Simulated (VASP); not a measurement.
Input of a VASP 6.6.1 run:

The input INCAR:

```
SYSTEM = TcPt
PREC = Accurate
ENCUT = 600
EDIFF = 1E-7
ISMEAR = -1
SIGMA = 0.1
LREAL = .FALSE.
LASPH = .TRUE.
NELM = 80
ALGO = Normal
ISIF = 8
LWAVE = .FALSE.
LCHARG = .FALSE.
IBRION = 2
NSW = 60
EDIFFG = -0.03
```

Contents of KPOINTS:

```
regular mesh
0
G
  7 7 4
  0 0 0
```

The input POSCAR:

```
TcPt
1.0
    2.7827060000      0.0000000000      0.0000000000
   -1.3913530000      2.4098940000      0.0000000000
    0.0000000000      0.0000000000      4.4858650000
Tc Pt
1 1
Direct
    0.6666666667      0.3333333333      0.0000000000
    0.0000000000      0.0000000000      0.5000000000
```

Potentials or basis: VASP PAW LDA potentials, release 64 (Tc_pv, Pt).

The run is started by

```bash
$ cat potpaw_LDA.64/Tc_pv/POTCAR potpaw_LDA.64/Pt/POTCAR > POTCAR
$ mpirun -np 1 vasp_std > vasp.out
```

(1) What does it give for the relaxed volume?

(2) Predict the relaxed cell.

Answers

(1) 14.20 Å³/atom.

(2) a = 2.730 Å, b = 2.730 Å, c = 4.401 Å, α = 90.00°, β = 90.00°, γ = 120.00°.

Caveat: the k points lie up to 0.38 Å⁻¹ apart in the final cell.
